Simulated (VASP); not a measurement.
Runs of VASP 6.6.1 on Pt. The structure is that of space group P6_3/mmc (No. 194), or close to it. The cells are those of the table. 

```tsv
cell	gap on the mesh (eV)	pressure (GPa)
a = 2.769, b = 2.769, c = 9.249 Å, angles 90.0, 90.0, 120.0°, 4 atoms	none	9.7
a = 2.689, b = 2.689, c = 8.985 Å, angles 90.0, 90.0, 120.0°, 4 atoms	none	40.2
a = 2.807, b = 2.807, c = 9.376 Å, angles 90.0, 90.0, 120.0°, 4 atoms	none	(b)
a = 2.843, b = 2.843, c = 9.499 Å, angles 90.0, 90.0, 120.0°, 4 atoms	none	(a)
a = 2.730, b = 2.730, c = 9.119 Å, angles 90.0, 90.0, 120.0°, 4 atoms	none	22.9
```

Alike in all rows: task single point; level RPBE; potentials or basis VASP PAW PBE potentials, release 64 (Pt); no spin polarisation; k mesh 14 × 14 × 4; cutoff (eV) 520; smearing fermi-dirac 0.1 eV.

Question: Estimate the missing entries.

Answer: (a) -8.4; (b) -0.6.

Caveats: the PAW data sets were made with another functional, which shifts forces and pressure a little; spin-orbit coupling is left out, which moves the levels of the heavy elements.

A k mesh can miss the band edges, and the runs leave out spin-orbit coupling on Pt.

A gap of «none» marks levels without a gap at the run's occupations.
